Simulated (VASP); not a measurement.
**Sb2Se3: single point with LDA**

The system is Sb2Se3.

```xyz
20
Lattice="11.5616 0.0000 0.0000 0.0000 3.9561 0.0000 0.0000 0.0000 11.2054" Properties=species:S:1:pos:R:3 pbc="T T T"
Sb    0.2327    0.9890    3.6830
Sb   11.3289    2.9671    7.5224
Sb    5.5481    2.9671    9.2857
Sb    6.0135    0.9890    1.9197
Sb    1.7633    2.9671    0.4286
Sb    9.7983    0.9890   10.7768
Sb    4.0175    0.9890    6.0313
Sb    7.5441    2.9671    5.1741
Se    0.6308    0.9890    9.7178
Se   10.9308    2.9671    1.4876
Se    5.1500    2.9671    4.1151
Se    6.4116    0.9890    7.0903
Se    1.4984    2.9671    5.0060
Se   10.0632    0.9890    6.1994
Se    4.2824    0.9890   10.6088
Se    7.2792    2.9671    0.5967
Se    2.5034    0.9890    2.2160
Se    9.0582    2.9671    8.9894
Se    3.2774    2.9671    7.8188
Se    8.2842    0.9890    3.3867
```

| Property | Result |
| --- | --- |
| Program | VASP 6.6.1 |
| Task | single point |
| Functional | LDA |
| Potentials or basis | VASP PAW LDA potentials, release 64 (Sb, Se) |
| Cutoff | 520 eV |
| k mesh | 2 × 7 × 2 |
| Occupations | gaussian, width 0.01 eV |
| Spin | no spin polarisation |

| Quantity | Value |
| --- | --- |
| Pressure | 0.2 GPa |
| Largest force | 0.065 eV/Å |
| Band gap on the k mesh | 0.84 eV (least direct gap 0.95 eV) |

Forces on the atoms (eV/Å):
```
Sb  -0.059  0.000 -0.020
Sb   0.059  0.000  0.020
Sb   0.059  0.000 -0.020
Sb  -0.059  0.000  0.020
Sb   0.039  0.000 -0.052
Sb  -0.039  0.000  0.052
Sb  -0.039  0.000 -0.052
Sb   0.039  0.000  0.052
Se   0.044  0.000 -0.031
Se  -0.044  0.000  0.031
Se  -0.044  0.000 -0.031
Se   0.044  0.000  0.031
Se   0.040  0.000  0.028
Se  -0.040  0.000 -0.028
Se  -0.040  0.000  0.028
Se   0.040  0.000 -0.028
Se   0.036  0.000  0.025
Se  -0.036  0.000 -0.025
Se  -0.036  0.000  0.025
Se   0.036  0.000 -0.025
```

Levels at points of the mesh, in eV from the valence-band top:
| k point | band 54 | band 55 | band 56 | band 57 | band 58 | band 59 |
| --- | --- | --- | --- | --- | --- | --- |
| (0.00, 0.00, 0.00) | -0.16 | -0.11 | -0.08 | 0.90 | 1.15 | 1.21 |
| (0.50, 0.00, 0.00) | -0.27 | 0.00 | 0.00 | 1.04 | 1.04 | 1.22 |
| (0.00, 0.00, 0.50) | -0.33 | -0.20 | -0.20 | 0.90 | 0.90 | 1.59 |
| (0.50, 0.00, 0.50) | -0.44 | -0.36 | -0.36 | 0.91 | 0.91 | 1.68 |

It took 5.1 min on 4 MPI ranks on Intel(R) Xeon(R) Platinum 8259CL CPU @ 2.50GHz (Skylake/Cascade Lake) (shared host), peak memory 0.61 GiB a rank.

Caveat: spin-orbit coupling is left out, which moves the levels of the heavy elements. LDA gaps usually lie below the measured ones, often by a third to a half.
